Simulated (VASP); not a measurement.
A run of VASP 6.6.1 is set up as follows.

File POSCAR:

```
Ta2C
1.0
    3.1034548459      0.0000000000      0.0000000000
   -1.5517274229      2.6876707360      0.0000000000
    0.0000000000      0.0000000000      4.9917219360
Ta C
2 1
Direct
    0.3333333340      0.6666666660      0.2530369260
    0.6666666660      0.3333333340      0.7469630740
    0.0000000000      0.0000000000      0.0000000000
```

File INCAR.step1:

```
SYSTEM = Ta2C
ALGO = Normal
EDIFF = 1E-4
ENCUT = 520
GGA = PE
ISMEAR = 0
LASPH = .True.
LCHARG = .False.
LREAL = .False.
LWAVE = .True.
NBANDS = 20
NELM = 80
PREC = Accurate
SIGMA = 0.1
```

Contents of INCAR.step2:

```
SYSTEM = Ta2C
ALGO = Normal
EDIFF = 1E-7
ENCUT = 520
ISIF = 2
ISMEAR = 0
ISTART = 1
LASPH = .True.
LCHARG = .True.
LELF = .True.
LMIXTAU = .True.
LREAL = .False.
LVHAR = .True.
LWAVE = .False.
METAGGA = R2SCAN
NBANDS = 20
NELM = 80
PREC = Accurate
SIGMA = 0.1
```

KPOINTS

```
k-points
0
Gamma
  18 18 10
  0 0 0
```

Potentials or basis: VASP PAW PBE potentials, release 64 (Ta_pv, C).

Run with:

```bash
$ cat potpaw_PBE.64/Ta_pv/POTCAR potpaw_PBE.64/C/POTCAR > POTCAR
$ cp INCAR.step1 INCAR
$ mpirun -np 1 vasp_std > vasp.out
$ cp INCAR.step2 INCAR
$ mpirun -np 1 vasp_std > vasp.out
```

Q: What does it give for the band gap on the k mesh?

A: Zero (bands 13 and 14 overlap by 0.74 eV).

Q: What does it give for the largest force?

A: 0.045 eV/Å.

Q: What does it give for the pressure?

A: -0.7 GPa.

Stress tensor (GPa, compression positive):
```
 0.86  0.00  0.00
 0.00  0.86  0.00
 0.00  0.00 -3.72
```

Caveat: the cell differs from its parent crystal (uniaxial strain along c: +1.0 %, then relaxed in part); the PAW data sets were made with another functional, which shifts forces and pressure a little; spin-orbit coupling is left out, which moves the levels of the heavy elements.
